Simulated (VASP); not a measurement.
A run of VASP 6.6.1 is set up as follows.

The input INCAR:

```
SYSTEM = Ni
  PREC = Accurate
  ENCUT = 520
  EDIFF = 1E-7
  ISMEAR = -1
  SIGMA = 0.1
  LREAL = .False.
  LASPH = .True.
  NELM = 60
  ALGO = Normal
  ISIF = 2
  LWAVE = .False.
  LCHARG = .False.
  GGA = RP
  NBANDS = 11
```

Contents of KPOINTS:

```
Automatic mesh
0
Gamma
  25 25 25
  0 0 0
```

The input POSCAR:

```
Ni
1.0
    0.0000000000      1.8423940035      1.8423940035
    1.8423940035      0.0000000000      1.8423940035
    1.8423940035      1.8423940035      0.0000000000
Ni
1
Direct
    0.0000000000      0.0000000000      0.0000000000
```

Potentials or basis: VASP PAW PBE potentials, release 64 (Ni).

Launch:

```sh
$ cat potpaw_PBE.64/Ni/POTCAR > POTCAR
$ mpirun -np 1 vasp_std > vasp.out
```

(1) Predict the band gap on the k mesh.

(2) Estimate the pressure.

## Answers

(1) zero (band 5 reaches 7.62 eV, above the bottom of band 6 at 6.84 eV).

(2) -15.1 GPa.

Caveat: the PAW data sets were made with another functional, which shifts forces and pressure a little; the run has no spin polarisation, though such a crystal can be magnetic.
